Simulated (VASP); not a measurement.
Input of a VASP 6.6.1 run:

File INCAR:

```
PREC     = Accurate       # precision mode
ENCUT    = 520            # plane-wave cutoff, eV
EDIFF    = 1E-6           # SCF threshold, eV
ISMEAR   = 0              # smearing method
SIGMA    = 0.01           # smearing width, eV
LREAL    = False          # projectors in reciprocal space
LASPH    = True           # aspherical terms in the spheres
NELM     = 60             # most SCF steps
ALGO     = Normal         # electronic algorithm
ISIF     = 2              # what is computed and relaxed
LWAVE    = False          # write WAVECAR
LCHARG   = True           # write CHGCAR
LELF     = True           # ELF
LVHAR    = True         
NBANDS   = 16             # bands
```

KPOINTS

```
regular mesh
0
Gamma
  6 6 6
```

File POSCAR:

```
CdSe
1.0
    3.0340336132      3.0340336132      0.0000000000
   -3.0340336132      3.0340336132      0.0000000000
    0.0000000000      3.0340336132      2.9595455835
Cd Se
1 1
Direct
    0.0000000000      0.0000000000      0.0000000000
    0.7500000000      0.2500000000      0.5000000000
```

Potentials or basis: VASP PAW LDA potentials, release 64 (Cd, Se).

Run with:

```sh
$ cat potpaw_LDA.64/Cd/POTCAR potpaw_LDA.64/Se/POTCAR > POTCAR
$ mpirun -np 1 vasp_std > vasp.out
```

What does it give for the band gap on the k mesh?

0.37 eV, direct.

Predict the pressure.

0.2 GPa.

Stress tensor (GPa, compression positive):
```
0.04 0.00 0.00
0.00 0.04 0.00
0.00 0.00 0.47
```

Caveat: the cell differs from its parent crystal (in-plane strain +0.01, then relaxed in part).
